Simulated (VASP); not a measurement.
# GaP (F-43m) in VASP: notebook, part 2 of 2

VASP 6.6.1. The steps go on from the part before.

### Step 4. Single point, LDA

Contents of INCAR:

```
SYSTEM = GaP
  ALGO = Normal
  EDIFF = 1E-7
  ENCUT = 520
  GGA = CA
  ISIF = 2
  ISMEAR = -1
  LASPH = .TRUE.
  LCHARG = .FALSE.
  LREAL = .FALSE.
  LWAVE = .FALSE.
  NBANDS = 16
  NELM = 80
  PREC = Accurate
  SIGMA = 0.1
```

Contents of KPOINTS:

```
k-points
0
G
  10 10 10
  0 0 0
```

Contents of POSCAR:

```
GaP
1.0
    0.0000000000      2.6956666708      2.6956666708
    2.6956666708      0.0000000000      2.6956666708
    2.6956666708      2.6956666708      0.0000000000
Ga P
1 1
Direct
    0.0000000000      0.0000000000      0.0000000000
    0.7500000000      0.7500000000      0.7500000000
```

Potentials or basis: VASP PAW LDA potentials, release 64 (Ga_d, P).

Run with:

```bash
> cat potpaw_LDA.64/Ga_d/POTCAR potpaw_LDA.64/P/POTCAR > POTCAR
> mpirun -np 1 vasp_std > vasp.out
```

OUTCAR:

```text
SYSTEM = GaP
   EDIFF = 1E-7
   ENCUT = 520
   GGA = CA
   ISIF = 2
   ISMEAR = -1
   LASPH = .TRUE.
   LREAL = .FALSE.
   NELM = 80
   PREC = Accurate

 ion  position               nearest neighbor table
   1  0.000  0.000  0.000-   2 2.33   2 2.33   2 2.33   2 2.33
   2  0.750  0.750  0.750-   1 2.33   1 2.33   1 2.33   1 2.33

  LATTYP: Found a face centered cubic cell.
 ALAT       =     5.3913333416

  Lattice vectors:

 A1 = (   0.0000000000,   2.6956666708,   2.6956666708)
 A2 = (   2.6956666708,   0.0000000000,   2.6956666708)
 A3 = (   2.6956666708,   2.6956666708,   0.0000000000)

Analysis of symmetry for initial positions (statically):
=====================================================================
 Subroutine PRICEL returns:
 Original cell was already a primitive cell.

 Routine SETGRP: Setting up the symmetry group for a
 face centered cubic supercell.

 Subroutine GETGRP returns: Found 24 space group operations
 (whereof 24 operations were pure point group operations)
 out of a pool of 48 trial point group operations.

The static configuration has the point symmetry T_d .

Analysis of symmetry for dynamics (positions and initial velocities):
=====================================================================
 Subroutine PRICEL returns:
 Original cell was already a primitive cell.

 Routine SETGRP: Setting up the symmetry group for a
 face centered cubic supercell.

 Subroutine GETGRP returns: Found 24 space group operations
 (whereof 24 operations were pure point group operations)
 out of a pool of 48 trial point group operations.

The dynamic configuration has the point symmetry T_d .

 Subroutine INISYM returns: Found 24 space group operations
 (whereof 24 operations are pure point group operations),
 and found     1 'primitive' translations

[... 105 lines left out ...]
   NELECT =      18.0000    total number of electrons
   NUPDOWN=      -1.0000    fix difference up-down
   EMIN   =  10.00;   EMAX   =-10.00  energy-range for DOS
   EFERMI =   0.00;   METHOD = LEGACY
   ISMEAR =    -1;   SIGMA  =   0.10  broadening in eV -4-tet -1-fermi 0-gaus
   EFERMI_NEDOS =   21; number of points for ismear=-14 and -15
   IALGO  =     38    algorithm
   IMIX   =      4    mixing-type and parameters
     AMIX     =   0.40;   BMIX     =  1.00
     AMIX_MAG =   1.60;   BMIX_MAG =  1.00
  volume/ion in A,a.u.               =      19.59       132.19
  Fermi-wavevector in a.u.,A,eV,Ry     =   1.263250  2.387197 21.712202  1.595802
  Thomas-Fermi vector in A             =   2.396617
   LORBIT       =      0    0 simple, 1 ext, 2 COOP (PROOUT), +10 PAW based schemes
   GGA     = CA    functional components
   LHFCALC =     F    Hartree Fock is set to
   AEXX    =    0.0000 exact exchange contribution
   IVDW    =     0    specifies the selected vdW correction
   LEPSILON=     F    determine dielectric tensor
   LRPA    =     F    only Hartree local field effects (RPA)
 non-spin polarized calculation
  energy-cutoff  :      520.00
  volume of cell :       39.18
 maximum number of plane-waves:      1073
   NGX = 15   NGY = 15   NGZ = 15

 number of electron      17.9999998 magnetization

 Free energy of the ion-electron system (eV)
  ---------------------------------------------------
  ext. energy  EPLUGINS =         0.00000000
  ---------------------------------------------------
  free energy    TOTEN  =       -10.45309222 eV

  energy without entropy =      -10.45305775  energy(sigma->0) =      -10.45307499

 E-fermi :   5.5281     XC(G=0): -10.3110

 val. band max:        4.8471381560   @ k =   0.0000   0.0000   0.0000
 cond. band min:       6.2480181145   @ k =   0.4000   0.4000   0.0000
 fundamental gap:      1.4008799584
 Fermi energy:         5.5281408444

 k-point     1 :       0.0000    0.0000    0.0000
  band No.  band energies     occupation
      1      -9.9173      2.00000
      2      -9.9173      2.00000
      3      -9.9173      2.00000
      4      -9.8090      2.00000
      5      -9.8090      2.00000
      6      -7.9129      2.00000
[... 433 lines left out ...]
      3      -9.8627      2.00000
      4      -9.8369      2.00000
      5      -9.7909      2.00000
      6      -5.8348      2.00000
[... 8 lines left out ...]
     15      16.7278      0.00000
     16      18.6881      0.00000

 [... further k-points ...]
[... 5 lines left out ...]
  --------------------------------------------------------------------------------------
  -------------------------------------------------------------------------------------
  Total        0.0292524      0.0292524      0.0292524      0.0000000      0.0000000      0.0000000
  in kB        1.1963101      1.1963101      1.1963101      0.0000000      0.0000000      0.0000000
  external PRESSURE =       1.1963101 kB  Pullay stress =       0.0000000 kB

 VOLUME and BASIS-vectors are now :
 -----------------------------------------------------------------------------
  energy-cutoff  :      520.00
  volume of cell :       39.18
      direct lattice vectors                 reciprocal lattice vectors
     0.000000000  2.695666671  2.695666671    -0.185482873  0.185482873  0.185482873
     2.695666671  0.000000000  2.695666671     0.185482873 -0.185482873  0.185482873
     2.695666671  2.695666671  0.000000000     0.185482873  0.185482873 -0.185482873

 POSITION                                       TOTAL-FORCE (eV/Angst)
 -----------------------------------------------------------------------------------
      0.00000      0.00000      0.00000        -0.000000     -0.000000     -0.000000
      4.04350      4.04350      4.04350         0.000000      0.000000      0.000000
 -----------------------------------------------------------------------------------
    total drift:                               -0.000000     -0.000000     -0.000000

  FREE ENERGIE OF THE ION-ELECTRON SYSTEM (eV)
  ---------------------------------------------------
  free  energy   TOTEN  =       -10.4530922214 eV

  energy  without entropy=      -10.4530577499  energy(sigma->0) =      -10.45307499
```

It took 24 s on 1 thread of Intel Xeon Platinum 8488C (Sapphire Rapids), shared host; peak memory 0.15 GiB.

Results:

```
Free energy            : -10.4531 eV
Pressure               : 0.1 GPa
Band gap on the k mesh : 1.40 eV, indirect (least direct gap 1.91 eV)
```

A k mesh can miss the band edges.

### Step 5. Relaxation of cell and atoms, LDA

This run uses another cell than the first one, of 20.24 Å³/atom, 1.033 times its volume.

Contents of INCAR:

```
SYSTEM = GaP
  PREC = Accurate
  ENCUT = 600
  EDIFF = 1E-6
  ISMEAR = -1
  SIGMA = 0.1
  LREAL = .False.
  LASPH = .True.
  NELM = 60
  ALGO = Normal
  ISIF = 3
  LWAVE = .False.
  LCHARG = .False.
  GGA = CA
  IBRION = 2
  NSW = 100
  EDIFFG = -0.002
```

Contents of KPOINTS:

```
Automatic mesh
0
Gamma
  10 10 10
  0 0 0
```

Contents of POSCAR:

```
GaP
1.0
    0.0000000000      2.7252500000      2.7252500000
    2.7252500000      0.0000000000      2.7252500000
    2.7252500000      2.7252500000      0.0000000000
Ga P
1 1
Direct
    0.0000000000      0.0000000000      0.0000000000
    0.7500000000      0.7500000000      0.7500000000
```

Run with:

```bash
> cat potpaw_LDA.64/Ga_d/POTCAR potpaw_LDA.64/P/POTCAR > POTCAR
> mpirun -np 1 vasp_std > vasp.out
```

It took 1.7 min on 1 thread of Intel Xeon Platinum 8488C (Sapphire Rapids), shared host; peak memory 0.18 GiB.

Results (log left out):

```yaml
Free_energy: -10.4534 eV
Relaxed_volume: 19.61 Å³/atom
Relaxed_cell: a = 3.814 Å, b = 3.814 Å, c = 3.814 Å, α = 60.00°, β = 60.00°, γ = 60.00°
Space_group_after_relaxing_to_0.05_Å: F-43m (No. 216)
Energy_gained_by_relaxing: 5.4 meV/atom
Ionic_steps: 15
Pressure_after_relaxing: 0.0 GPa
Band_gap_on_the_k_mesh: 1.40 eV, indirect (least direct gap 1.90 eV)
```

Step by step:
```csv
step,energy change (eV),largest force (eV/Å),pressure (GPa),volume (Å³)
1,0.0000,0.0000,-2.68,40.48
2,-0.0073,0.0000,1.67,38.53
3,-0.0108,0.0000,-0.07,39.22
4,-0.0108,0.0000,0.10,39.19
5,-0.0108,0.0000,-0.10,39.26
6,-0.0108,0.0000,0.04,39.22
7,-0.0108,0.0000,-0.06,39.23
8,-0.0108,0.0000,0.07,39.22
9,-0.0108,0.0000,0.02,39.23
10,-0.0108,0.0000,-0.03,39.23
11,-0.0108,0.0000,0.09,39.21
12,-0.0108,0.0000,-0.05,39.22
13,-0.0108,0.0000,0.06,39.22
14,-0.0108,0.0000,0.02,39.22
15,-0.0108,0.0000,-0.01,39.22
```

Final structure:
```
Ga P
1.0
     0.00000    2.69665    2.69665
     2.69665    0.00000    2.69665
     2.69665    2.69665    0.00000
Ga P
1 1
Direct
  0.00000 0.00000 0.00000
  0.75000 0.75000 0.75000
```

Levels at points of the mesh, in eV from the valence-band top:
```csv
k point,band 5,band 6,band 7,band 8,band 9,band 10,band 11,band 12,band 13
"(0.00, 0.00, 0.00)",-14.66,-12.75,0.00,0.00,0.00,1.90,3.78,3.78,3.78
"(0.50, 0.00, 0.00)",-14.65,-10.56,-6.89,-1.18,-1.18,1.61,4.62,4.62,8.11
"(0.50, 0.50, 0.00)",-14.63,-9.60,-6.99,-2.82,-2.82,1.43,1.65,10.69,10.69
```

### Step 6. Overview

```csv
task,cell,k mesh,cutoff (eV),smearing,gap on the mesh (eV),pressure (GPa)
single point,"a = 3.812 Å, angles 60.0°, 2 atoms",8 × 8 × 8,520,gaussian 0.01 eV,1.43,0.1
single point,"a = 3.812 Å, angles 60.0°, 2 atoms",10 × 10 × 10,520,fermi-dirac 0.1 eV,1.40,0.1
relaxation of cell and atoms,"relaxed from a = 3.854 Å, angles 60.0°, 2 atoms",10 × 10 × 10,600,fermi-dirac 0.1 eV,1.40,0.0
```

Alike in all rows: level LDA; potentials or basis VASP PAW LDA potentials, release 64 (Ga_d, P); no spin polarisation.

Absolute energies hang on the potentials; compare differences alone.

### Step 7. Against experiment

Step 2. A measured gap of GaP is 2.34 eV (indirect; 10 K; quoted in “Stacking defects in GaP nanowires: Electronic structure and optical properties”, 2018, arxiv:1810.01194); the calculated 1.43 eV misses it by -0.91 eV. Spin-orbit coupling on Ga is left out. The value is that of LDA on a finite k mesh, which can miss the band edges, without temperature or zero-point motion. Semilocal functionals fall short of measured gaps as a rule.

Step 3. Against the measured gap of GaP, 2.34 eV (indirect; 10 K; quoted in “Stacking defects in GaP nanowires: Electronic structure and optical properties”, 2018, arxiv:1810.01194), the calculated 1.43 eV is off by -0.91 eV. Spin-orbit coupling on Ga is left out. The value is that of LDA on a finite k mesh, which can miss the band edges, without temperature or zero-point motion. Semilocal functionals fall short of measured gaps as a rule.
